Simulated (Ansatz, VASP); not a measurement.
# Two plane-wave programs on TaMo3

Contents of INCAR:

```
SYSTEM = TaMo3
ALGO = Fast
EDIFF = 1E-6
EDIFFG = -0.04
ENCUT = 600
GGA = PE
IBRION = 2
ISIF = 3
ISMEAR = 0
LASPH = .True.
LCHARG = .False.
LREAL = .False.
LWAVE = .False.
NELM = 80
NSW = 90
PREC = Accurate
SIGMA = 0.1
```

Contents of KPOINTS:

```
k-points
0
Gamma
  4 4 6
  0 0 0
```

File POSCAR:

```
TaMo3
1.0
    4.5193478689      0.0000000000      0.0000000000
    0.0000000000      4.5193478689      0.0000000000
    0.0000000000      0.0000000000      3.1960333608
Ta Mo
1 3
Direct
    0.5000000000      0.5000000000      0.0000000000
    0.0000000000      0.0000000000      0.0000000000
    0.5000000000      0.0000000000      0.5000000000
    0.0000000000      0.5000000000      0.5000000000
```

Input for Ansatz:

```yaml
crystal:
  lattice:
    - [4.5193478689, 0.0, 0.0]
    - [0.0, 4.5193478689, 0.0]
    - [0.0, 0.0, 3.1960333608]
  atoms:
    - { symbol: Ta, position: [0.5, 0.5, 0.0] }
    - { symbol: Mo, position: [0.0, 0.0, 0.0] }
    - { symbol: Mo, position: [0.5, 0.0, 0.5] }
    - { symbol: Mo, position: [0.0, 0.5, 0.5] }
basis:
  ecutwfc: 420
kpoints:
  mp_grid: { grid: [4, 4, 6] }
hamiltonian:
  xc: pbe
scf:
  occupations: { method: gaussian, width: 0.1 }
  lower_state_search: "off"
output:
  forces: true
  stress: true
  eigenvalues: true
relax:
  adjacent_minimum: "off"
  f_tol: 0.04
  max_steps: 70
  cell: { stress_tol: 0.4 }
```

Change from the starting cell: the structure that the rattled cell fell into.

Alike in both runs: task relaxation of cell and atoms; functional PBE; k mesh 4 × 4 × 6; occupations gaussian, width 0.1 eV; no spin polarisation.

```csv
,VASP,Ansatz
version,VASP 6.6.1,Ansatz 0.2.0
potentials or method,"VASP PAW PBE potentials, release 64 (Ta_pv, Mo_sv), cutoff 600 eV","scalar-relativistic, plane waves, PAW"
valence electrons in the cell,53,55
```

VASP gave:

- gap on the k mesh at the Fermi level, each at its own relaxed structure (eV): none
- relaxed volume (Å³/atom): 16.34
- relaxed cell length with the largest relative difference (Å): 4.508

Q: What did Ansatz give for the same quantities?

A: gap on the k mesh at the Fermi level, each at its own relaxed structure (eV): none; relaxed volume (Å³/atom): 16.30; relaxed cell length with the largest relative difference (Å): 4.505.

A gap of «none» marks a metal or a gap that the smearing closes. VASP's potentials hold 53 valence electrons a cell and Ansatz's 55, so a difference there can come from the potentials and not from the codes.

Spin-orbit coupling is off throughout.
